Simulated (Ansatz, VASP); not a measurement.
**Two plane-wave programs on BAs**

```
B As
1.0
     2.12755    0.00000    0.00000
     0.00000    3.17406    0.00000
     0.00000    0.00000    4.95098
B As
1 1
Direct
  0.00000 0.50000 0.00000
  0.50000 0.50000 0.50000
```

Alike in both runs: task single point; functional PBE; k mesh 12 × 8 × 6; occupations gaussian, width 0.016 eV; no spin polarisation.

```csv
,VASP,Ansatz
version,VASP 6.6.1,Ansatz 0.2.0
potentials or method,"VASP PAW PBE potentials, release 64 (B, As)",Ansatz PAW
plane-wave cutoff (eV),520,420
valence electrons in the cell,8,18
```

```csv
,VASP,Ansatz,Ansatz less VASP
gap on the k mesh at the Fermi level (eV),none,none,-
pressure (GPa),6.0,5.5,-0.51
"traceless stress, the component that is largest in VASP (GPa)",24.44,23.63,-0.805
```

A gap of «none» marks a metal or a gap that the smearing closes. VASP's potentials hold 8 valence electrons a cell and Ansatz's 18, so a difference there can come from the potentials and not from the codes.
